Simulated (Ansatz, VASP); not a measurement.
Mg7Se in VASP and in Ansatz

```
Mg Se
1.0
     6.24596    0.00000    0.00000
    -3.12298    5.40916    0.00000
     0.00000    0.00000    5.30121
Mg Se
7 1
Direct
  0.50139 0.00278 0.00000
  0.66628 0.83314 0.50000
  0.66667 0.33333 0.50000
  0.16686 0.83314 0.50000
  0.99722 0.49861 0.00000
  0.50139 0.49861 0.00000
  0.16686 0.33372 0.50000
  0.00000 0.00000 0.00000
```

Alike in both runs: functional PBE; k mesh 6 × 6 × 6; occupations gaussian, width 0.1 eV; no spin polarisation.

Ansatz relaxed the structure, and its values are those at the end. VASP's run is a single point on that final structure, the one shown.

```csv
,VASP,Ansatz
version,VASP 6.6.1,Ansatz 0.2.0
potentials or method,"VASP PAW PBE potentials, release 64 (Mg, Se), cutoff 520 eV","scalar-relativistic, plane waves, PAW"
valence electrons in the cell,20,86
```

```tsv
	VASP	Ansatz	Ansatz less VASP
gap on the k mesh at the Fermi level (eV)	none	none	-
pressure (GPa)	-0.1	0.0	+0.12
```

A gap of «none» marks a metal or a gap that the smearing closes. VASP's potentials hold 20 valence electrons a cell and Ansatz's 86, so a difference there can come from the potentials and not from the codes.
